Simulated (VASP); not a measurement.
The system is KI.

```
K I
1.0
     0.00000    3.54244    3.54244
     3.54244    0.00000    3.54244
     3.54244    3.54244    0.00000
K I
1 1
Cartesian
  0.0000 0.0000 0.0000
  3.5424 3.5424 3.5424
```

Base run:

- Program: VASP 6.6.1
- Functional: PBE
- Potentials or basis: VASP PAW PBE potentials, release 64 (K_sv, I)
- Cutoff: 400 eV
- k mesh: 7 × 7 × 7
- Occupations: fermi-dirac, width 0.02 eV
- Spin: no spin polarisation

Its results: band gap on the k mesh 3.94 eV, direct; pressure 0.5 GPa.

Problem. The run is repeated on the same cell with these changes: functional from PBE to PBEsol. What comes out?

Solution. Band gap on the k mesh 3.80 eV, direct; pressure -0.3 GPa.

PBEsol binds more tightly than PBE, so the same cell stands under less pressure.

Caveats: spin-orbit coupling is left out, which moves the levels of the heavy elements; the PAW data sets were made with another functional, which shifts forces and pressure a little (some runs).

A k mesh can miss the band edges.
